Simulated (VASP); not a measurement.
# ZrAl3B3N: single point with PBE

Crystal: ZrAl3B3N.

```
CELL_PARAMETERS angstrom
4.09002 0.00000 0.00000
-2.04501 3.54206 0.00000
0.00000 0.00000 6.79132
ATOMIC_POSITIONS crystal
Zr 0.66667 0.33333 0.50000
Al 0.00000 0.00000 0.73411
Al 0.00000 0.00000 0.26589
Al 0.33333 0.66667 0.00000
B 0.66667 0.33333 0.87444
B 0.66667 0.33333 0.12556
B 0.33333 0.66667 0.50000
N 0.00000 0.00000 0.00000
```

* Program: VASP 6.6.1
* Task: single point
* Functional: PBE
* Potentials or basis: VASP PAW PBE potentials, release 64 (Zr_sv, Al, B, N)
* Cutoff: 520 eV
* k mesh: 3 × 3 × 2
* Occupations: gaussian, width 0.15 eV
* Spin: no spin polarisation

| Quantity | Value |
| --- | --- |
| Pressure | -0.2 GPa |
| Largest force | 0.050 eV/Å |

Forces on the atoms (eV/Å):
```
Zr   0.000  0.000  0.000
Al   0.000  0.000 -0.012
Al   0.000  0.000  0.012
Al   0.000  0.000  0.000
B    0.000  0.000 -0.050
B    0.000  0.000  0.050
B    0.000  0.000  0.000
N    0.000  0.000  0.000
```

Stress tensor (GPa, compression positive):
```
-0.45  0.00  0.00
 0.00 -0.45  0.00
 0.00  0.00  0.15
```

Levels at points of the mesh, in eV from the Fermi level:
```
           k point  band 13  band 14  band 15  band 16  band 17  band 18  band 19  band 20  band 21  band 22
(0.00, 0.00, 0.00)    -3.16    -3.16    -1.77    -1.77    -0.49    -0.49    -0.15     0.18     1.04     3.42
(0.00, 0.00, 0.50)    -3.19    -3.19    -2.06    -2.06     0.41     0.91     1.00     1.00     1.20     1.33
```

Wall time 24 s on 1 thread of Intel(R) Xeon(R) Platinum 8259CL CPU @ 2.50GHz (Skylake/Cascade Lake), on a shared host, peak memory 0.22 GiB.

Caveat: the k points lie up to 0.59 Å⁻¹ apart.
